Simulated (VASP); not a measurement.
# Rb (Pm-3m) in VASP: a series of runs

Runs on Rb. Level: revPBE. Tasks: single point, relaxation of cell and atoms.

All numbers are computed with VASP 6.6.1; they aren't measurements. Logs are shortened: lines on timing, memory, paths and dates and some standing lists are left out, and cuts for length are marked.

## (1) The cell of the first run

It takes space group Pm-3m (No. 221, cubic). The conventional cell has a = 4.942 Å, b = 4.942 Å, c = 4.942 Å, α = 90.00°, β = 90.00°, γ = 90.00°.

## (2) Single point, revPBE (volume scaled by 1.12)

INCAR

```
PREC     = Accurate       # precision mode
ENCUT    = 520            # plane-wave cutoff, eV
EDIFF    = 1E-7           # SCF threshold, eV
ISMEAR   = -1             # smearing method
SIGMA    = 0.1            # smearing width, eV
LREAL    = False          # projectors in reciprocal space
LASPH    = True           # aspherical terms in the spheres
NELM     = 100            # most SCF steps
ALGO     = Normal         # electronic algorithm
ISIF     = 2              # what is computed and relaxed
LWAVE    = False          # write WAVECAR
LCHARG   = True           # write CHGCAR
GGA      = RE             # functional
LELF     = True           # ELF
LVHAR    = True         
NBANDS   = 10             # bands
```

KPOINTS

```
Automatic mesh
0
Gamma
  8 8 8
```

POSCAR

```
Rb
1.0
    4.9424007039      0.0000000000      0.0000000000
    0.0000000000      4.9424007039      0.0000000000
    0.0000000000      0.0000000000      4.9424007039
Rb
1
Direct
    0.0000000000      0.0000000000      0.0000000000
```

Potentials or basis: VASP PAW PBE potentials, release 64 (Rb_sv).

Command:

```console
$ cat potpaw_PBE.64/Rb_sv/POTCAR > POTCAR
$ mpirun -np 1 vasp_std > vasp.out
```

OUTCAR:

```text
PREC = Accurate
   ENCUT = 520
   EDIFF = 1E-7
   ISMEAR = -1
   LREAL = False
   LASPH = True
   NELM = 100
   ISIF = 2
   GGA = RE

 ion  position               nearest neighbor table
   1  0.000  0.000  0.000-

  LATTYP: Found a simple cubic cell.
 ALAT       =     4.9424007039

  Lattice vectors:

 A1 = (   4.9424007039,   0.0000000000,   0.0000000000)
 A2 = (   0.0000000000,   4.9424007039,   0.0000000000)
 A3 = (   0.0000000000,   0.0000000000,   4.9424007039)

Analysis of symmetry for initial positions (statically):
=====================================================================
 Subroutine PRICEL returns:
 Original cell was already a primitive cell.

 Routine SETGRP: Setting up the symmetry group for a
 simple cubic supercell.

 Subroutine GETGRP returns: Found 48 space group operations
 (whereof 48 operations were pure point group operations)
 out of a pool of 48 trial point group operations.

The static configuration has the point symmetry O_h .

Analysis of symmetry for dynamics (positions and initial velocities):
=====================================================================
 Subroutine PRICEL returns:
 Original cell was already a primitive cell.

 Routine SETGRP: Setting up the symmetry group for a
 simple cubic supercell.

 Subroutine GETGRP returns: Found 48 space group operations
 (whereof 48 operations were pure point group operations)
 out of a pool of 48 trial point group operations.

The dynamic configuration has the point symmetry O_h .

 Subroutine INISYM returns: Found 48 space group operations
 (whereof 48 operations are pure point group operations),
 and found     1 'primitive' translations

----------------------------------------------------------------------------------------

                                     Primitive cell

  volume of cell :     120.7296

  direct lattice vectors                    reciprocal lattice vectors
     4.942400704  0.000000000  0.000000000     0.202330823  0.000000000  0.000000000
     0.000000000  4.942400704  0.000000000     0.000000000  0.202330823  0.000000000
     0.000000000  0.000000000  4.942400704     0.000000000  0.000000000  0.202330823

  length of vectors
     4.942400704  4.942400704  4.942400704     0.202330823  0.202330823  0.202330823

  position of ions in fractional coordinates (direct lattice)
     0.000000000  0.000000000  0.000000000

  ion indices of the primitive-cell ions
   primitive index   ion index
                 1           1

----------------------------------------------------------------------------------------

 KPOINTS: Automatic mesh

Automatic generation of k-mesh.
 Grid dimensions read from file:
 generate k-points for:    8    8    8

 Generating k-lattice:

  Cartesian coordinates                     Fractional coordinates (reciprocal lattice)
     0.025291353  0.000000000  0.000000000     0.125000000  0.000000000  0.000000000
     0.000000000  0.025291353  0.000000000     0.000000000  0.125000000  0.000000000
     0.000000000  0.000000000  0.025291353     0.000000000  0.000000000  0.125000000

  Length of vectors
     0.025291353  0.025291353  0.025291353

  Shift w.r.t. Gamma in fractional coordinates (k-lattice)
     0.000000000  0.000000000  0.000000000

 Subroutine IBZKPT returns following result:
 ===========================================

 Found     35 irreducible k-points:

 Following reciprocal coordinates:
            Coordinates               Weight
  0.000000  0.000000  0.000000      1.000000
  0.125000  0.000000  0.000000      6.000000
  0.250000  0.000000  0.000000      6.000000
  0.375000  0.000000  0.000000      6.000000
  0.500000  0.000000  0.000000      3.000000
  0.125000  0.125000  0.000000     12.000000
[... 16 lines left out ...]
  0.375000  0.375000  0.125000     24.000000
  0.500000  0.375000  0.125000     24.000000
 [... further k-points ...]
   k-points           NKPTS =     35   k-points in BZ     NKDIM =     35   number of bands    NBANDS=     10
   number of dos      NEDOS =    301   number of ions     NIONS =      1
   total plane-waves  NPLWV =  64000
   dimension x,y,z NGX =    40 NGY =   40 NGZ =   40
   dimension x,y,z NGXF=    80 NGYF=   80 NGZF=   80
   ions per type =               1
   NGX,Y,Z   is equivalent  to a cutoff of  13.45, 13.45, 13.45 a.u.
   NGXF,Y,Z  is equivalent  to a cutoff of  26.91, 26.91, 26.91 a.u.
 SYSTEM =  unknown system
   PREC   = accura    normal or accurate (medium, high low for compatibility)
   ISTART =      0    job   : 0-new  1-cont  2-samecut
   ICHARG =      2    charge: 1-file 2-atom 10-const
   ISPIN  =      1    spin polarized calculation?
   LNONCOLLINEAR =      F non collinear calculations
   LSORBIT =      F    spin-orbit coupling
   LASPH  =      T    aspherical Exc in radial PAW
   ENCUT  =  520.0 eV  38.22 Ry    6.18 a.u.   9.19  9.19  9.19*2*pi/ulx,y,z
   NELM   =    100;   NELMIN=  2; NELMDL= -5     # of ELM steps
   EDIFF  = 0.1E-06   stopping-criterion for ELM
   LREAL  =      F    real-space projection
   EDIFFG = 0.1E-05   stopping-criterion for IOM
   NSW    =      0    number of steps for IOM
   IBRION =     -1    ionic relax: 0-MD 1-quasi-New 2-CG
   NFREE  =      0    steps in history (QN), initial steepest desc. (CG)
   ISIF   =      2    stress and relaxation
   ISYM   =      2    0-nonsym 1-usesym 2-fastsym
   POTIM  = 0.5000    time-step for ionic-motion
   TEBEG  =    0.0;   TEEND  =   0.0 temperature during run
   PSTRESS=    0.0 pullay stress
   NELECT =       9.0000    total number of electrons
   NUPDOWN=      -1.0000    fix difference up-down
   EMIN   =  10.00;   EMAX   =-10.00  energy-range for DOS
   EFERMI =   0.00;   METHOD = LEGACY
   ISMEAR =    -1;   SIGMA  =   0.10  broadening in eV -4-tet -1-fermi 0-gaus
   EFERMI_NEDOS =   21; number of points for ismear=-14 and -15
   IALGO  =     38    algorithm
   IMIX   =      4    mixing-type and parameters
     AMIX     =   0.40;   BMIX     =  1.00
     AMIX_MAG =   1.60;   BMIX_MAG =  1.00
  volume/ion in A,a.u.               =     120.73       814.72
  Fermi-wavevector in a.u.,A,eV,Ry     =   0.688998  1.302017  6.458926  0.474718
  Thomas-Fermi vector in A             =   1.769957
   LORBIT       =      0    0 simple, 1 ext, 2 COOP (PROOUT), +10 PAW based schemes
   GGA     = RE    functional components
   LHFCALC =     F    Hartree Fock is set to
   AEXX    =    0.0000 exact exchange contribution
   IVDW    =     0    specifies the selected vdW correction
   LEPSILON=     F    determine dielectric tensor
   LRPA    =     F    only Hartree local field effects (RPA)
 non-spin polarized calculation
  energy-cutoff  :      520.00
  volume of cell :      120.73
 maximum number of plane-waves:      3294
 NGX is ok and might be reduce to    40
   NGX = 19   NGY = 19   NGZ = 19

 number of electron       9.0000000 magnetization

 Free energy of the ion-electron system (eV)
  ---------------------------------------------------
  ext. energy  EPLUGINS =         0.00000000
  ---------------------------------------------------
  free energy    TOTEN  =        -0.74985466 eV

  energy without entropy =       -0.71931242  energy(sigma->0) =       -0.73458354

 E-fermi :  -0.4160     XC(G=0):  -4.7184

 val. band max:       -0.4232062219   @ k =   0.5000   0.1250   0.0000
 cond. band min:      -0.2959191884   @ k =   0.5000   0.1250   0.1250
 fundamental gap:      0.1272870335
 Fermi energy:        -0.4160319845

 k-point     1 :       0.0000    0.0000    0.0000
  band No.  band energies     occupation
      1     -29.6457      2.00000
      2     -13.7026      2.00000
      3     -13.7026      2.00000
      4     -13.7026      2.00000
      5      -2.0339      2.00000
      6       1.9161      0.00000
      7       1.9161      0.00000
      8       4.5521      0.00000
      9       4.5521      0.00000
     10       4.5521      0.00000

 k-point     2 :       0.1250    0.0000    0.0000
  band No.  band energies     occupation
      1     -29.6455      2.00000
      2     -13.7112      2.00000
      3     -13.7019      2.00000
      4     -13.7019      2.00000
      5      -1.9198      2.00000
      6       1.7827      0.00000
      7       1.9760      0.00000
      8       4.1537      0.00000
      9       4.2001      0.00000
     10       4.2001      0.00000

 k-point     3 :       0.2500    0.0000    0.0000
  band No.  band energies     occupation
      1     -29.6449      2.00000
      2     -13.7318      2.00000
      3     -13.7002      2.00000
      4     -13.7002      2.00000
      5      -1.5880      1.99998
      6       1.2588      0.00000
      7       2.1380      0.00000
      8       3.7953      0.00000
      9       3.7953      0.00000
     10       4.1076      0.00000

 k-point     4 :       0.3750    0.0000    0.0000
  band No.  band energies     occupation
      1     -29.6443      2.00000
      2     -13.7522      2.00000
      3     -13.6985      2.00000
      4     -13.6985      2.00000
      5      -1.0691      1.99709
      6       0.4769      0.00026
      7       2.3355      0.00000
      8       3.5249      0.00000
      9       3.5249      0.00000
     10       4.6727      0.00000
[... 222 lines left out ...]
 k-point    22 :       0.5000    0.2500    0.1250
  band No.  band energies     occupation
      1     -29.6430      2.00000
      2     -13.7563      2.00000
      3     -13.7252      2.00000
      4     -13.7036      2.00000
      5       0.0685      0.01561
      6       0.1523      0.00678
      7       2.2890      0.00000
      8       2.4357      0.00000
      9       3.3988      0.00000
     10       3.7597      0.00000

 k-point    23 :       0.3750    0.3750    0.1250
  band No.  band energies     occupation
      1     -29.6427      2.00000
      2     -13.7461      2.00000
      3     -13.7455      2.00000
      4     -13.7026      2.00000
      5      -0.0735      0.06305
      6       1.0890      0.00000
      7       1.4379      0.00000
      8       2.3949      0.00000
      9       3.3835      0.00000
     10       3.7409      0.00000

 k-point    24 :       0.5000    0.3750    0.1250
  band No.  band energies     occupation
      1     -29.6424      2.00000
      2     -13.7539      2.00000
      3     -13.7449      2.00000
      4     -13.7019      2.00000
      5       0.4259      0.00044
      6       0.6217      0.00006
      7       1.6857      0.00000
      8       1.9875      0.00000
      9       3.5837      0.00000
     10       3.6568      0.00000

 [... further k-points ...]
[... 5 lines left out ...]
  --------------------------------------------------------------------------------------
  -------------------------------------------------------------------------------------
  Total       -0.1230751     -0.1230751     -0.1230751      0.0000000      0.0000000     -0.0000000
  in kB       -1.6333037     -1.6333037     -1.6333037      0.0000000      0.0000000     -0.0000000
  external PRESSURE =      -1.6333037 kB  Pullay stress =       0.0000000 kB

 VOLUME and BASIS-vectors are now :
 -----------------------------------------------------------------------------
  energy-cutoff  :      520.00
  volume of cell :      120.73
      direct lattice vectors                 reciprocal lattice vectors
     4.942400704  0.000000000  0.000000000     0.202330823  0.000000000  0.000000000
     0.000000000  4.942400704  0.000000000     0.000000000  0.202330823  0.000000000
     0.000000000  0.000000000  4.942400704     0.000000000  0.000000000  0.202330823

 POSITION                                       TOTAL-FORCE (eV/Angst)
 -----------------------------------------------------------------------------------
      0.00000      0.00000      0.00000         0.000000      0.000000      0.000000
 -----------------------------------------------------------------------------------
    total drift:                               -0.000000     -0.000000     -0.000000

  FREE ENERGIE OF THE ION-ELECTRON SYSTEM (eV)
  ---------------------------------------------------
  free  energy   TOTEN  =        -0.7498546597 eV

  energy  without entropy=       -0.7193124205  energy(sigma->0) =       -0.73458354
```

Run time: 32 s. Hardware: 1 thread of AMD EPYC 9R45 (Zen 5), shared host; peak memory 0.2 GiB.

What came out:

| Item | Value |
| --- | --- |
| Free energy | -0.7499 eV |
| Pressure | -0.2 GPa |

Caveat: the cell differs from its parent crystal (volume scaled by 1.12); the PAW data sets were made with another functional, which shifts forces and pressure a little.

## (3) Relaxation of cell and atoms, revPBE

This run uses another cell than the first one, of 94.07 Å³/atom, 0.779 times its volume.

INCAR

```
SYSTEM = Rb
  PREC = Accurate
  ENCUT = 600
  EDIFF = 1E-6
  ISMEAR = -1
  SIGMA = 0.1
  LREAL = .False.
  LASPH = .True.
  NELM = 100
  ALGO = Normal
  ISIF = 3
  LWAVE = .False.
  LCHARG = .False.
  GGA = RE
  IBRION = 2
  NSW = 80
  EDIFFG = -0.01
```

KPOINTS

```
Automatic mesh
0
Gamma
  7 7 7
  0 0 0
```

POSCAR

```
Rb
1.0
    4.5480067166      0.0000000000      0.0000000000
    0.0000000000      4.5480067166      0.0000000000
    0.0000000000      0.0000000000      4.5480067166
Rb
1
Direct
    0.0000000000      0.0000000000      0.0000000000
```

Potentials or basis: VASP PAW PBE potentials, release 64 (Rb_sv).

Command:

```console
$ cat potpaw_PBE.64/Rb_sv/POTCAR > POTCAR
$ mpirun -np 1 vasp_std > vasp.out
```

Wall time 33 s (1 thread of AMD EPYC 9R45 (Zen 5), shared host); peak memory 0.18 GiB.

Results (log left out):

| Property | Result |
| --- | --- |
| Free energy | -0.7563 eV |
| Relaxed volume | 107.73 Å³/atom |
| Relaxed cell | a = 4.758 Å, b = 4.758 Å, c = 4.758 Å, α = 90.00°, β = 90.00°, γ = 90.00° |
| Space group after relaxing (to 0.05 Å) | Pm-3m (No. 221) |
| Energy gained by relaxing | 12.9 meV/atom |
| Ionic steps | 4 |
| Pressure after relaxing | 0.0 GPa |

Step by step:
```
step  energy change (eV)  largest force (eV/Å)  pressure (GPa)  volume (Å³)
   1              0.0000                0.0000            0.34        94.07
   2             -0.0048                0.0000            0.25        96.78
   3             -0.0124                0.0000            0.05       105.20
   4             -0.0129                0.0000            0.01       107.73
```

Final structure:
```
Rb
1.0
     4.75818    0.00000    0.00000
     0.00000    4.75818    0.00000
     0.00000    0.00000    4.75818
Rb
1
Direct
  0.00000 0.00000 0.00000
```

Levels at points of the mesh, in eV from the Fermi level:
| k point | band 2 | band 3 | band 4 | band 5 | band 6 | band 7 | band 8 |
| --- | --- | --- | --- | --- | --- | --- | --- |
| (0.00, 0.00, 0.00) | -13.22 | -13.22 | -13.22 | -1.75 | 2.36 | 2.36 | 5.36 |

Caveat: the PAW data sets were made with another functional, which shifts forces and pressure a little.

## (4) Single point, revPBE

This run uses another cell than the first one, of 107.79 Å³/atom, 0.893 times its volume.

INCAR

```
  PREC = Accurate
  ENCUT = 520
  EDIFF = 1E-7
  ISMEAR = -1
  SIGMA = 0.1
  LREAL = False
  LASPH = True
  NELM = 80
  ALGO = Normal
  ISIF = 2
  LWAVE = False
  LCHARG = False
  GGA = RE
  NBANDS = 10
```

KPOINTS

```
Automatic mesh
0
Gamma
  11 11 11
```

POSCAR

```
Rb
1.0
    4.7591779662      0.0000000000      0.0000000000
    0.0000000000      4.7591779662      0.0000000000
    0.0000000000      0.0000000000      4.7591779662
Rb
1
Direct
    0.0000000000      0.0000000000      0.0000000000
```

Command:

```console
$ cat potpaw_PBE.64/Rb_sv/POTCAR > POTCAR
$ mpirun -np 1 vasp_std > vasp.out
```

Run time: 37 s. Hardware: 1 thread of AMD EPYC 9R45 (Zen 5), shared host; peak memory 0.19 GiB.

The run converged. Its results:

| Property | Result |
| --- | --- |
| Free energy | -0.7560 eV |
| Pressure | 0.0 GPa |

Levels at points of the mesh, in eV from the Fermi level:
| k point | band 3 | band 4 | band 5 | band 6 | band 7 | band 8 |
| --- | --- | --- | --- | --- | --- | --- |
| (0.00, 0.00, 0.00) | -13.23 | -13.23 | -1.75 | 2.36 | 2.36 | 5.36 |

Caveat: the PAW data sets were made with another functional, which shifts forces and pressure a little.

## (5) Overview

| task | cell | k mesh | cutoff (eV) | gap on the mesh (eV) | pressure (GPa) |
| --- | --- | --- | --- | --- | --- |
| single point | a = 4.942 Å, 1 atom | 8 × 8 × 8 | 520 | none | -0.2 |
| relaxation of cell and atoms | relaxed from a = 4.548 Å, 1 atom | 7 × 7 × 7 | 600 | none | 0.0 |
| single point | a = 4.759 Å, 1 atom | 11 × 11 × 11 | 520 | none | 0.0 |

Alike in all rows: level revPBE; potentials or basis VASP PAW PBE potentials, release 64 (Rb_sv); no spin polarisation; smearing fermi-dirac 0.1 eV.

Caveats: the PAW data sets were made with another functional, which shifts forces and pressure a little.

Total energies depend on the potentials used, so only differences within one code and one set of settings carry meaning.
